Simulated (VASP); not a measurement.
# LiNbO3 (P1) in VASP: single point with r2SCAN

Aim: the single point of LiNbO3 with r2SCAN.

Program: VASP 6.6.1. These are calculated values, not measurements. Logs are shortened: lines on timing, memory, paths and dates and some standing lists are left out, and cuts for length are marked.

## 1. The cell of the first run

The typed cell holds 10 atoms: a = 5.323 Å, b = 5.271 Å, c = 5.572 Å, α = 60.72°, β = 117.55°, γ = 118.66°.

## 2. Single point, r2SCAN

Input file POSCAR:

```
LiNbO3
1.0
    5.3224770000      0.0770940000      0.0217700000
   -2.5944730000      4.5873460000      0.0660940000
   -2.6194420000      1.5831990000      4.6566520000
Nb O Li
2 6 2
Direct
    0.0041880000      0.0065060000      0.9949950000
    0.4961270000      0.4960070000      0.4939730000
    0.1010870000      0.3057930000      0.1506420000
    0.6990560000      0.6302410000      0.1699280000
    0.3631120000      0.9007600000      0.1584270000
    0.1868940000      0.3920810000      0.6567360000
    0.8714990000      0.8126530000      0.6728470000
    0.5945220000      0.1443520000      0.6480550000
    0.2363240000      0.7737750000      0.6802530000
    0.7156080000      0.2679110000      0.1780370000
```

Input file INCAR.step1:

```
PREC = Accurate
ENCUT = 520
ISMEAR = 0
SIGMA = 0.0706
LREAL = F
LASPH = T
NELM = 60
NBANDS = 45
GGA = PE
ALGO = Normal
EDIFF = 1E-4
LWAVE = T
LCHARG = F
```

Input file INCAR.step2:

```
PREC = Accurate
ENCUT = 520
EDIFF = 1E-6
ISMEAR = 0
SIGMA = 0.0706
LREAL = F
LASPH = T
NELM = 60
ALGO = Normal
ISIF = 2
LWAVE = F
LCHARG = F
METAGGA = R2SCAN
LMIXTAU = T
NBANDS = 45
ISTART = 1
```

Input file KPOINTS:

```
Automatic mesh
0
Gamma
  4 4 4
  0.5 0 0
```

Potentials or basis: VASP PAW PBE potentials, release 64 (Nb_sv, O, Li_sv).

Launch:

```sh
$ cat potpaw_PBE.64/Nb_sv/POTCAR potpaw_PBE.64/O/POTCAR potpaw_PBE.64/Li_sv/POTCAR > POTCAR
$ cp INCAR.step1 INCAR
$ mpirun -np 1 vasp_std > vasp.out
$ cp INCAR.step2 INCAR
$ mpirun -np 1 vasp_std > vasp.out
```

OUTCAR:

```text
PREC = Accurate
   ENCUT = 520
   EDIFF = 1E-6
   ISMEAR = 0
   LREAL = F
   LASPH = T
   NELM = 60
   ISIF = 2
   METAGGA = R2SCAN
   ISTART = 1

 ion  position               nearest neighbor table
   1  0.004  0.007  0.995-   3 1.91   5 1.93   4 2.00   6 2.16   7 2.17   8 2.29
   2  0.496  0.496  0.494-   8 1.85   6 1.97   7 2.09   4 2.18   5 2.21   3 2.28
   3  0.101  0.306  0.151-   1 1.91  10 2.03   2 2.28
   4  0.699  0.630  0.170-  10 1.93   1 2.00   2 2.18
   5  0.363  0.901  0.158-   1 1.93  10 1.95   2 2.21
   6  0.187  0.392  0.657-   9 1.96   2 1.97   1 2.16
   7  0.871  0.813  0.673-   9 2.03   2 2.09   1 2.17
   8  0.595  0.144  0.648-   2 1.85   9 1.97   1 2.29
   9  0.236  0.774  0.680-   6 1.96   8 1.97   7 2.03
  10  0.716  0.268  0.178-   4 1.93   5 1.95   3 2.03

  LATTYP: Found a triclinic cell.
 ALAT       =     5.4043247885
 B/A-ratio  =     0.9849666765
 C/A-ratio  =     1.0151559288
 COS(alpha) =     0.0090592157
 COS(beta)  =     0.4613058854
 COS(gamma) =     0.5172911418

  Lattice vectors:

 A1 = (   2.7280040000,   4.6644400000,   0.0878640000)
 A2 = (   5.3224770000,   0.0770940000,   0.0217700000)
 A3 = (   0.0249690000,   3.0041470000,  -4.5905580000)

Analysis of symmetry for initial positions (statically):
=====================================================================
 Subroutine PRICEL returns:
 Original cell was already a primitive cell.

 Routine SETGRP: Setting up the symmetry group for a
 triclinic supercell.

 Subroutine GETGRP returns: Found  1 space group operations
 (whereof  1 operations were pure point group operations)
 out of a pool of  2 trial point group operations.

The static configuration has the point symmetry C_1 .

Analysis of symmetry for dynamics (positions and initial velocities):
=====================================================================
 Subroutine PRICEL returns:
 Original cell was already a primitive cell.

 Routine SETGRP: Setting up the symmetry group for a
 triclinic supercell.

 Subroutine GETGRP returns: Found  1 space group operations
 (whereof  1 operations were pure point group operations)
 out of a pool of  2 trial point group operations.

The dynamic configuration has the point symmetry C_1 .

 Subroutine INISYM returns: Found  1 space group operations
 (whereof  1 operations are pure point group operations),
 and found     1 'primitive' translations

----------------------------------------------------------------------------------------

                                     Primitive cell

  volume of cell :     114.2303

  direct lattice vectors                    reciprocal lattice vectors
     5.322477000  0.077094000  0.021770000     0.186089252  0.104249283  0.069234858
    -2.594473000  4.587346000  0.066094000    -0.002841047  0.217472466 -0.075535846
    -2.619442000  1.583199000  4.656652000    -0.000829649 -0.003574055  0.215495000

  length of vectors
     5.323079826  5.270616841  5.572468332     0.224255631  0.230234682  0.215526233

  position of ions in fractional coordinates (direct lattice)
     0.004188000  0.006506000  0.994995000
     0.496127000  0.496007000  0.493973000
     0.101087000  0.305793000  0.150642000
     0.699056000  0.630241000  0.169928000
     0.363112000  0.900760000  0.158427000
     0.186894000  0.392081000  0.656736000
     0.871499000  0.812653000  0.672847000
     0.594522000  0.144352000  0.648055000
     0.236324000  0.773775000  0.680253000
     0.715608000  0.267911000  0.178037000

  ion indices of the primitive-cell ions
   primitive index   ion index
                 1           1
                 2           2
                 3           3
                 4           4
                 5           5
                 6           6
                 7           7
                 8           8
                 9           9
                10          10

----------------------------------------------------------------------------------------

 KPOINTS: Automatic mesh

Automatic generation of k-mesh.
 Grid dimensions read from file:
 generate k-points for:    4    4    4

 Generating k-lattice:

  Cartesian coordinates                     Fractional coordinates (reciprocal lattice)
     0.046522313  0.026062321  0.017308715     0.250000000  0.000000000 -0.000000000
    -0.000710262  0.054368116 -0.018883961    -0.000000000  0.250000000  0.000000000
    -0.000207412 -0.000893514  0.053873750     0.000000000 -0.000000000  0.250000000

  Length of vectors
     0.056063908  0.057558671  0.053881558

  Shift w.r.t. Gamma in fractional coordinates (k-lattice)
     0.500000000  0.000000000  0.000000000

 Subroutine IBZKPT returns following result:
 ===========================================

 Found     32 irreducible k-points:

 Following reciprocal coordinates:
            Coordinates               Weight
  0.125000  0.000000  0.000000      2.000000
  0.375000  0.000000  0.000000      2.000000
  0.125000  0.250000 -0.000000      2.000000
  0.375000  0.250000  0.000000      2.000000
 -0.375000  0.250000  0.000000      2.000000
 -0.125000  0.250000  0.000000      2.000000
[... 16 lines left out ...]
 -0.375000 -0.250000  0.250000      2.000000
 -0.125000 -0.250000  0.250000      2.000000
 [... further k-points ...]
   k-points           NKPTS =     32   k-points in BZ     NKDIM =     32   number of bands    NBANDS=     45
   number of dos      NEDOS =    301   number of ions     NIONS =     10
   total plane-waves  NPLWV =  67200
   dimension x,y,z NGX =    40 NGY =   40 NGZ =   42
   dimension x,y,z NGXF=    80 NGYF=   80 NGZF=   84
   ions per type =               2   6   2
   NGX,Y,Z   is equivalent  to a cutoff of  12.49, 12.62, 12.53 a.u.
   NGXF,Y,Z  is equivalent  to a cutoff of  24.98, 25.23, 25.06 a.u.
 SYSTEM =  unknown system
   PREC   = accura    normal or accurate (medium, high low for compatibility)
   ISTART =      1    job   : 0-new  1-cont  2-samecut
   ICHARG =      0    charge: 1-file 2-atom 10-const
   ISPIN  =      1    spin polarized calculation?
   LNONCOLLINEAR =      F non collinear calculations
   LSORBIT =      F    spin-orbit coupling
   LASPH  =      T    aspherical Exc in radial PAW
   ENCUT  =  520.0 eV  38.22 Ry    6.18 a.u.   9.90  9.80 10.36*2*pi/ulx,y,z
   NELM   =     60;   NELMIN=  2; NELMDL=  0     # of ELM steps
   EDIFF  = 0.1E-05   stopping-criterion for ELM
   LREAL  =      F    real-space projection
   EDIFFG = 0.1E-04   stopping-criterion for IOM
   NSW    =      0    number of steps for IOM
   IBRION =     -1    ionic relax: 0-MD 1-quasi-New 2-CG
   NFREE  =      0    steps in history (QN), initial steepest desc. (CG)
   ISIF   =      2    stress and relaxation
   ISYM   =      2    0-nonsym 1-usesym 2-fastsym
   POTIM  = 0.5000    time-step for ionic-motion
   TEBEG  =    0.0;   TEEND  =   0.0 temperature during run
   PSTRESS=    0.0 pullay stress
   NELECT =      68.0000    total number of electrons
   NUPDOWN=      -1.0000    fix difference up-down
   EMIN   =  10.00;   EMAX   =-10.00  energy-range for DOS
   EFERMI =   0.00;   METHOD = LEGACY
   ISMEAR =     0;   SIGMA  =   0.07  broadening in eV -4-tet -1-fermi 0-gaus
   EFERMI_NEDOS =   21; number of points for ismear=-14 and -15
   IALGO  =     38    algorithm
   IMIX   =      4    mixing-type and parameters
     AMIX     =   0.40;   BMIX     =  1.00
     AMIX_MAG =   1.60;   BMIX_MAG =  1.00
  volume/ion in A,a.u.               =      11.42        77.09
  Fermi-wavevector in a.u.,A,eV,Ry     =   1.377159  2.602453 25.804350  1.896566
  Thomas-Fermi vector in A             =   2.502338
   LORBIT       =      0    0 simple, 1 ext, 2 COOP (PROOUT), +10 PAW based schemes
   METAGGA = R2SCAN    functional components
   LHFCALC =     F    Hartree Fock is set to
   AEXX    =    0.0000 exact exchange contribution
   IVDW    =     0    specifies the selected vdW correction
   LEPSILON=     F    determine dielectric tensor
   LRPA    =     F    only Hartree local field effects (RPA)
 non-spin polarized calculation
 Gauss-broadening in eV      SIGMA  =   0.07
  energy-cutoff  :      520.00
  volume of cell :      114.23
 maximum number of plane-waves:      3087
   NGX = 19   NGY = 19   NGZ = 21

 number of electron      67.9999991 magnetization

 Free energy of the ion-electron system (eV)
  ---------------------------------------------------
  ext. energy  EPLUGINS =         0.00000000
  ---------------------------------------------------
  free energy    TOTEN  =      -116.69298020 eV

  energy without entropy =     -116.69298020  energy(sigma->0) =     -116.69298020

 E-fermi :   3.1961     XC(G=0): -11.1259

 val. band max:        2.8960465617   @ k =   0.3750   0.5000   0.5000
 cond. band min:       6.1055903727   @ k =   0.3750   0.2500   0.0000
 fundamental gap:      3.2095438110
 Fermi energy:         3.1961261465

 k-point     1 :       0.1250    0.0000    0.0000
  band No.  band energies     occupation
      1     -53.7649      2.00000
      2     -53.6332      2.00000
      3     -41.4050      2.00000
      4     -41.3178      2.00000
      5     -29.2684      2.00000
      6     -29.0804      2.00000
[... 37 lines left out ...]
     44      11.2422      0.00000
     45      11.2990      0.00000

 k-point     2 :       0.3750    0.0000    0.0000
  band No.  band energies     occupation
      1     -53.7647      2.00000
      2     -53.6333      2.00000
      3     -41.4050      2.00000
      4     -41.3178      2.00000
      5     -29.2561      2.00000
      6     -29.0659      2.00000
[... 37 lines left out ...]
     44      11.0774      0.00000
     45      11.4907      0.00000

 k-point     3 :       0.1250    0.2500   -0.0000
  band No.  band energies     occupation
      1     -53.7648      2.00000
      2     -53.6333      2.00000
      3     -41.4050      2.00000
      4     -41.3178      2.00000
      5     -29.2707      2.00000
      6     -29.0647      2.00000
[... 997 lines left out ...]
     44      11.2970      0.00000
     45      12.5938      0.00000

 k-point    24 :      -0.1250   -0.2500    0.2500
  band No.  band energies     occupation
      1     -53.7647      2.00000
      2     -53.6333      2.00000
      3     -41.4050      2.00000
      4     -41.3178      2.00000
      5     -29.2572      2.00000
      6     -29.0693      2.00000
[... 37 lines left out ...]
     44      11.2190      0.00000
     45      11.9657      0.00000

 [... further k-points ...]
[... 5 lines left out ...]
  --------------------------------------------------------------------------------------
  -------------------------------------------------------------------------------------
  Total      -13.2062369    -13.9676450     -6.9371197     -3.4611994     -2.6615637      1.1192807
  in kB     -185.2287045   -195.9081011    -97.2990042    -48.5462647    -37.3306942     15.6988643
  external PRESSURE =    -159.4786033 kB  Pullay stress =       0.0000000 kB

 VOLUME and BASIS-vectors are now :
 -----------------------------------------------------------------------------
  energy-cutoff  :      520.00
  volume of cell :      114.23
      direct lattice vectors                 reciprocal lattice vectors
     5.322477000  0.077094000  0.021770000     0.186089252  0.104249283  0.069234858
    -2.594473000  4.587346000  0.066094000    -0.002841047  0.217472466 -0.075535846
    -2.619442000  1.583199000  4.656652000    -0.000829649 -0.003574055  0.215495000

 POSITION                                       TOTAL-FORCE (eV/Angst)
 -----------------------------------------------------------------------------------
     -2.60092      1.60544      4.63387         0.415130     -1.106072     -1.091918
      0.05981      3.09566      2.34384        -0.001530      1.832661     -1.140599
     -0.64994      1.64907      0.72390         0.559735     -1.516273      0.405076
      1.64045      3.21406      0.84817         0.915581      2.097539     -0.147020
     -0.81933      4.41091      0.80518        -1.960956      0.199029      0.259433
     -1.74279      2.85276      3.08817         2.169213      0.437991      0.069896
      0.76764      4.86036      3.20590        -1.113892     -2.915077     -0.565394
      1.09227      1.73403      3.04025        -0.825815      0.873140      0.777661
     -2.53159      4.64477      3.22399        -0.342973     -0.040055      0.709131
      2.64736      1.56604      0.86234         0.185506      0.137116      0.723734
 -----------------------------------------------------------------------------------
    total drift:                               -0.024997      0.049703     -0.020337

  FREE ENERGIE OF THE ION-ELECTRON SYSTEM (eV)
  ---------------------------------------------------
  free  energy   TOTEN  =      -116.6929802025 eV

  energy  without entropy=     -116.6929802025  energy(sigma->0) =     -116.69298020
```

Run time: 5.5 min. Hardware: 1 thread of Intel Xeon 6975P-C (Granite Rapids), shared host; peak memory 0.34 GiB.

Results:

```yaml
Free_energy: -116.6930 eV
Largest_force: 3.171 eV/Å
Band_gap_on_the_k_mesh: 3.21 eV, indirect (least direct gap 3.26 eV)
```

Forces in eV/Å, atoms in the order of the input:
```
Nb   0.415 -1.106 -1.092
Nb  -0.002  1.833 -1.141
O    0.560 -1.516  0.405
O    0.916  2.098 -0.147
O   -1.961  0.199  0.259
O    2.169  0.438  0.070
O   -1.114 -2.915 -0.565
O   -0.826  0.873  0.778
Li  -0.343 -0.040  0.709
Li   0.186  0.137  0.724
```

Levels at points of the mesh, in eV from the valence-band top:
| k point | band 32 | band 33 | band 34 | band 35 | band 36 | band 37 |
| --- | --- | --- | --- | --- | --- | --- |
| (0.12, 0.00, 0.00) | -0.43 | -0.23 | -0.02 | 3.55 | 3.69 | 3.97 |

Caveat: the cutoff is under 1.25 times the usual one of these potentials, so pressure, stress and relaxed cells hold a basis-set (Pulay) error; the PAW data sets were made with another functional, which shifts forces and pressure a little. r2SCAN opens gaps a little over a GGA but as a rule still falls short of measured ones.
